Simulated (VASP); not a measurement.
# Zn in VASP: relaxation of the atoms with PBE

Aim: the relaxation of the atoms of Zn with PBE.

All numbers are computed with VASP 6.6.1; they aren't measurements. Logs are shortened: lines on timing, memory, paths and dates and some standing lists are left out, and cuts for length are marked.

### Step 1. The cell of the first run

The typed cell holds 4 atoms: a = 4.056 Å, b = 4.056 Å, c = 4.056 Å, α = 90.00°, β = 90.00°, γ = 90.00°.

This isn't the form of Zn at room conditions, which is hcp.

### Step 2. Relaxation of the atoms, PBE (16.68 Å³/atom)

Input file INCAR:

```
PREC = Accurate
ENCUT = 520
EDIFF = 1E-7
ISMEAR = 0
SIGMA = 0.1
LREAL = False
LASPH = True
NELM = 100
ALGO = Fast
ISIF = 2
LWAVE = False
LCHARG = False
GGA = PE
IBRION = 2
NSW = 50
EDIFFG = -0.01
KPAR = 4
```

Input file KPOINTS:

```
Automatic mesh
0
Gamma
  12 12 12
```

Input file POSCAR:

```
Zn
1.0
    4.0555406870      0.0000000000      0.0000000000
    0.0000000000      4.0555406870      0.0000000000
    0.0000000000      0.0000000000      4.0555406870
Zn
4
Direct
   -0.0000143069     -0.0000143069     -0.0000143069
    0.5000143069      1.0000143069      0.4999856931
    0.4999856931      0.5000143069      1.0000143069
    1.0000143069      0.4999856931      0.5000143069
```

Potentials or basis: VASP PAW PBE potentials, release 64 (Zn).

Started as:

```sh
$ cat potpaw_PBE.64/Zn/POTCAR > POTCAR
$ mpirun -np 4 vasp_std > vasp.out
```

OUTCAR:

```text
PREC = Accurate
   ENCUT = 520
   EDIFF = 1E-7
   ISMEAR = 0
   LREAL = False
   LASPH = True
   NELM = 100
   ISIF = 2
   GGA = PE
   IBRION = 2
   NSW = 50
   EDIFFG = -0.01

 ion  position               nearest neighbor table
   1  1.000  1.000  1.000-   2 2.87   3 2.87   4 2.87   2 2.87   4 2.87   3 2.87   3 2.87   4 2.87
                             4 2.87   2 2.87   3 2.87   2 2.87
   2  0.500  0.000  0.500-   1 2.87   3 2.87   4 2.87   1 2.87   3 2.87   4 2.87   3 2.87   4 2.87
                             1 2.87   3 2.87   1 2.87   4 2.87
   3  0.500  0.500  0.000-   1 2.87   2 2.87   4 2.87   4 2.87   2 2.87   1 2.87   4 2.87   1 2.87
                             4 2.87   2 2.87   2 2.87   1 2.87
   4  0.000  0.500  0.500-   1 2.87   2 2.87   3 2.87   3 2.87   1 2.87   2 2.87   1 2.87   1 2.87
                             2 2.87   2 2.87   3 2.87   3 2.87

  LATTYP: Found a simple cubic cell.
 ALAT       =     4.0555406870

  Lattice vectors:

 A1 = (   4.0555406870,   0.0000000000,   0.0000000000)
 A2 = (   0.0000000000,   4.0555406870,   0.0000000000)
 A3 = (   0.0000000000,   0.0000000000,   4.0555406870)

Analysis of symmetry for initial positions (statically):
=====================================================================
 Subroutine PRICEL returns:
 Original cell was already a primitive cell.

 Routine SETGRP: Setting up the symmetry group for a
 simple cubic supercell.

 Subroutine GETGRP returns: Found 12 space group operations
 (whereof  3 operations were pure point group operations)
 out of a pool of 48 trial point group operations.

The static configuration has the point symmetry C_3 .
 The point group associated with its full space group is T   .

Analysis of symmetry for dynamics (positions and initial velocities):
=====================================================================
 Subroutine PRICEL returns:
 Original cell was already a primitive cell.

 Routine SETGRP: Setting up the symmetry group for a
 simple cubic supercell.

 Subroutine GETGRP returns: Found 12 space group operations
 (whereof  3 operations were pure point group operations)
 out of a pool of 48 trial point group operations.

The dynamic configuration has the point symmetry C_3 .
 The point group associated with its full space group is T   .

 Subroutine INISYM returns: Found 12 space group operations
 (whereof  3 operations are pure point group operations),
 and found     1 'primitive' translations

----------------------------------------------------------------------------------------

                                     Primitive cell

  volume of cell :      66.7031

  direct lattice vectors                    reciprocal lattice vectors
     4.055540687  0.000000000  0.000000000     0.246576246  0.000000000  0.000000000
     0.000000000  4.055540687  0.000000000     0.000000000  0.246576246  0.000000000
     0.000000000  0.000000000  4.055540687     0.000000000  0.000000000  0.246576246

  length of vectors
     4.055540687  4.055540687  4.055540687     0.246576246  0.246576246  0.246576246

  position of ions in fractional coordinates (direct lattice)
     0.999985693  0.999985693  0.999985693
     0.500014307  0.000014307  0.499985693
     0.499985693  0.500014307  0.000014307
     0.000014307  0.499985693  0.500014307

  ion indices of the primitive-cell ions
   primitive index   ion index
                 1           1
                 2           2
                 3           3
                 4           4

----------------------------------------------------------------------------------------

 KPOINTS: Automatic mesh

Automatic generation of k-mesh.
 Grid dimensions read from file:
 generate k-points for:   12   12   12

 Generating k-lattice:

  Cartesian coordinates                     Fractional coordinates (reciprocal lattice)
     0.020548021  0.000000000  0.000000000     0.083333333  0.000000000  0.000000000
     0.000000000  0.020548021  0.000000000     0.000000000  0.083333333  0.000000000
     0.000000000  0.000000000  0.020548021     0.000000000  0.000000000  0.083333333

  Length of vectors
     0.020548021  0.020548021  0.020548021

  Shift w.r.t. Gamma in fractional coordinates (k-lattice)
     0.000000000  0.000000000  0.000000000

 Subroutine IBZKPT returns following result:
 ===========================================

 Found    119 irreducible k-points:

 Following reciprocal coordinates:
            Coordinates               Weight
  0.000000  0.000000  0.000000      1.000000
  0.083333  0.000000  0.000000      6.000000
  0.166667  0.000000  0.000000      6.000000
  0.250000  0.000000  0.000000      6.000000
  0.333333  0.000000  0.000000      6.000000
  0.416667  0.000000  0.000000      6.000000
[... 16 lines left out ...]
 -0.166667  0.333333  0.000000     12.000000
  0.416667  0.166667  0.000000     12.000000
 [... further k-points ...]
   k-points           NKPTS =    119   k-points in BZ     NKDIM =    119   number of bands    NBANDS=     28
   number of dos      NEDOS =    301   number of ions     NIONS =      4
   total plane-waves  NPLWV =  27000
   dimension x,y,z NGX =    30 NGY =   30 NGZ =   30
   dimension x,y,z NGXF=    60 NGYF=   60 NGZF=   60
   ions per type =               4
   NGX,Y,Z   is equivalent  to a cutoff of  12.30, 12.30, 12.30 a.u.
   NGXF,Y,Z  is equivalent  to a cutoff of  24.60, 24.60, 24.60 a.u.
 SYSTEM =  unknown system
   PREC   = accura    normal or accurate (medium, high low for compatibility)
   ISTART =      0    job   : 0-new  1-cont  2-samecut
   ICHARG =      2    charge: 1-file 2-atom 10-const
   ISPIN  =      1    spin polarized calculation?
   LNONCOLLINEAR =      F non collinear calculations
   LSORBIT =      F    spin-orbit coupling
   LASPH  =      T    aspherical Exc in radial PAW
   ENCUT  =  520.0 eV  38.22 Ry    6.18 a.u.   7.54  7.54  7.54*2*pi/ulx,y,z
   NELM   =    100;   NELMIN=  2; NELMDL= -5     # of ELM steps
   EDIFF  = 0.1E-06   stopping-criterion for ELM
   LREAL  =      F    real-space projection
   EDIFFG = -.1E-01   stopping-criterion for IOM
   NSW    =     50    number of steps for IOM
   IBRION =      2    ionic relax: 0-MD 1-quasi-New 2-CG
   NFREE  =      1    steps in history (QN), initial steepest desc. (CG)
   ISIF   =      2    stress and relaxation
   ISYM   =      2    0-nonsym 1-usesym 2-fastsym
   POTIM  = 0.5000    time-step for ionic-motion
   TEBEG  =    0.0;   TEEND  =   0.0 temperature during run
   PSTRESS=    0.0 pullay stress
   NELECT =      48.0000    total number of electrons
   NUPDOWN=      -1.0000    fix difference up-down
   EMIN   =  10.00;   EMAX   =-10.00  energy-range for DOS
   EFERMI =   0.00;   METHOD = LEGACY
   ISMEAR =     0;   SIGMA  =   0.10  broadening in eV -4-tet -1-fermi 0-gaus
   EFERMI_NEDOS =   21; number of points for ismear=-14 and -15
   IALGO  =     68    algorithm
   IMIX   =      4    mixing-type and parameters
     AMIX     =   0.40;   BMIX     =  1.00
     AMIX_MAG =   1.60;   BMIX_MAG =  1.00
  volume/ion in A,a.u.               =      16.68       112.53
  Fermi-wavevector in a.u.,A,eV,Ry     =   1.467033  2.772290 29.282256  2.152185
  Thomas-Fermi vector in A             =   2.582699
   LORBIT       =      0    0 simple, 1 ext, 2 COOP (PROOUT), +10 PAW based schemes
   GGA     = PE    functional components
   LHFCALC =     F    Hartree Fock is set to
   AEXX    =    0.0000 exact exchange contribution
   IVDW    =     0    specifies the selected vdW correction
   LEPSILON=     F    determine dielectric tensor
   LRPA    =     F    only Hartree local field effects (RPA)
 conjugate gradient relaxation of ions
 non-spin polarized calculation
 RMM-DIIS sequential band-by-band and
 Gauss-broadening in eV      SIGMA  =   0.10
  energy-cutoff  :      520.00
  volume of cell :       66.70
 maximum number of plane-waves:      1856
   NGX = 15   NGY = 15   NGZ = 15

 number of electron      48.0000057 magnetization

 Free energy of the ion-electron system (eV)
  ---------------------------------------------------
  ext. energy  EPLUGINS =         0.00000000
  ---------------------------------------------------
  free energy    TOTEN  =        -4.24662097 eV

  energy without entropy =       -4.24019329  energy(sigma->0) =       -4.24340713

 E-fermi :   2.3993     XC(G=0): -11.0896

 val. band max:        2.3543209976   @ k =   0.3333   0.3333   0.2500
 cond. band min:       2.4131417796   @ k =   0.1667   0.1667   0.0000
 fundamental gap:      0.0588207820
 Fermi energy:         2.3992952784

 k-point     1 :       0.0000    0.0000    0.0000
  band No.  band energies     occupation
      1      -7.1845      2.00000
      2      -5.5025      2.00000
      3      -5.5025      2.00000
      4      -5.5025      2.00000
      5      -5.4532      2.00000
      6      -5.4532      2.00000
[... 20 lines left out ...]
     27       3.8296      0.00000
     28      10.4099      0.00000

 k-point     2 :       0.0833    0.0000    0.0000
  band No.  band energies     occupation
      1      -7.1189      2.00000
      2      -5.4920      2.00000
      3      -5.4868      2.00000
      4      -5.4868      2.00000
      5      -5.4447      2.00000
      6      -5.4407      2.00000
[... 20 lines left out ...]
     27       4.7272      0.00000
     28       9.9917      0.00000

 k-point     3 :       0.1667    0.0000    0.0000
  band No.  band energies     occupation
      1      -6.9239      2.00000
      2      -5.4620      2.00000
      3      -5.4422      2.00000
      4      -5.4422      2.00000
      5      -5.4196      2.00000
      6      -5.4032      2.00000
[... 20 lines left out ...]
     27       6.3335      0.00000
     28       8.8445      0.00000

 k-point     4 :       0.2500    0.0000    0.0000
  band No.  band energies     occupation
      1      -6.6056      2.00000
      2      -5.4179      2.00000
      3      -5.3796      2.00000
      4      -5.3762      2.00000
      5      -5.3762      2.00000
      6      -5.3409      2.00000
[... 578 lines left out ...]
     27       6.8346      0.00000
     28       6.9012      0.00000

 k-point    23 :      -0.1667    0.3333    0.0000
  band No.  band energies     occupation
      1      -5.9666      2.00000
      2      -5.3075      2.00000
      3      -5.2982      2.00000
      4      -5.2889      2.00000
      5      -5.2537      2.00000
      6      -5.2333      2.00000
[... 20 lines left out ...]
     27       6.8353      0.00000
     28       6.9012      0.00000

 k-point    24 :       0.4167    0.1667    0.0000
  band No.  band energies     occupation
      1      -5.5567      2.00000
      2      -5.2607      2.00000
      3      -5.2340      2.00000
      4      -5.2320      2.00000
      5      -5.1905      2.00000
      6      -5.1317      2.00000
[... 20 lines left out ...]
     27       5.8803      0.00000
     28       6.4117      0.00000

 [... further k-points ...]

------------------------ aborting loop because EDIFF is reached ----------------------------------------

  FORCE on cell =-STRESS in cart. coord.  units (eV):
  Direction    XX          YY          ZZ          XY          YZ          ZX
  --------------------------------------------------------------------------------------
  -------------------------------------------------------------------------------------
  Total       -2.0285735     -2.0285735     -2.0285735     -0.0000000     -0.0000000     -0.0000000
  in kB      -48.7253574    -48.7253574    -48.7253574     -0.0000000     -0.0000000     -0.0000000
  external PRESSURE =     -48.7253574 kB  Pullay stress =       0.0000000 kB

 VOLUME and BASIS-vectors are now :
 -----------------------------------------------------------------------------
  energy-cutoff  :      520.00
  volume of cell :       66.70
      direct lattice vectors                 reciprocal lattice vectors
     4.055540687  0.000000000  0.000000000     0.246576246  0.000000000  0.000000000
     0.000000000  4.055540687  0.000000000     0.000000000  0.246576246  0.000000000
     0.000000000  0.000000000  4.055540687     0.000000000  0.000000000  0.246576246

 POSITION                                       TOTAL-FORCE (eV/Angst)
 -----------------------------------------------------------------------------------
      4.05548      4.05548      4.05548         0.000071      0.000071      0.000071
      2.02783      0.00006      2.02771        -0.000071     -0.000071      0.000071
      2.02771      2.02783      0.00006         0.000071     -0.000071     -0.000071
      0.00006      2.02771      2.02783        -0.000071      0.000071     -0.000071
 -----------------------------------------------------------------------------------
    total drift:                                0.000000      0.000000      0.000000

  FREE ENERGIE OF THE ION-ELECTRON SYSTEM (eV)
  ---------------------------------------------------
  free  energy   TOTEN  =        -4.2466209658 eV

  energy  without entropy=       -4.2401932941  energy(sigma->0) =       -4.24340713

 reached required accuracy - stopping structural energy minimisation
```

Wall time 46 s (4 MPI ranks of Intel Xeon Platinum 8375C at 2.90GHz (Ice Lake), shared host); peak memory 0.28 GiB.

Results:

| Quantity | Value |
| --- | --- |
| Free energy | -4.2466 eV |
| Pressure after relaxing | -4.9 GPa |

Final structure:
```
Zn
1.0
     4.05554    0.00000    0.00000
     0.00000    4.05554    0.00000
     0.00000    0.00000    4.05554
Zn
4
Direct
  0.99999 0.99999 0.99999
  0.50001 0.00001 0.49999
  0.49999 0.50001 0.00001
  0.00001 0.49999 0.50001
```

Caveat: the relaxation stopped at its first step, so nothing moved; the highest band is partly filled, so the run has too few bands.
